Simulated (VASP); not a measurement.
Input of a VASP 6.6.1 run:

Contents of INCAR:

```
SYSTEM = Cd
ALGO = Normal
EDIFF = 1E-6
ENCUT = 520
GGA = PS
ISIF = 2
ISMEAR = 0
LASPH = .TRUE.
LCHARG = .FALSE.
LREAL = .FALSE.
LWAVE = .FALSE.
NBANDS = 32
NELM = 80
PREC = Accurate
SIGMA = 0.1
```

File KPOINTS:

```
k-points
0
G
  4 4 4
  0 0 0
```

The input POSCAR:

```
Cd
1.0
    2.3759859175     -4.0268555085      0.0000000000
    2.3759859175      4.0268555085      0.0000000000
    0.0000000000      0.0000000000      4.7582927676
Cd
4
Direct
    0.1525000000      0.8475000000      0.0785000000
    0.6525000000      0.3475000000      0.4215000000
    0.8475000000      0.1525000000      0.9215000000
    0.3475000000      0.6525000000      0.5785000000
```

Potentials or basis: VASP PAW PBE potentials, release 64 (Cd).

The run is started by

```console
$ cat potpaw_PBE.64/Cd/POTCAR > POTCAR
$ mpirun -np 1 vasp_std > vasp.out
```

Predict the largest force.

0.820 eV/Å.

What does it give for the pressure?

7.4 GPa.

Predict the band gap on the k mesh.

zero (bands 24 and 25 overlap by 3.62 eV).

Stress tensor (GPa, compression positive):
```
 4.02  0.00  0.00
 0.00 11.57  0.00
 0.00  0.00  6.65
```

Caveat: the k points lie up to 0.38 Å⁻¹ apart, too coarse for converged energies and pressures of a metal; the PAW data sets were made with another functional, which shifts forces and pressure a little.
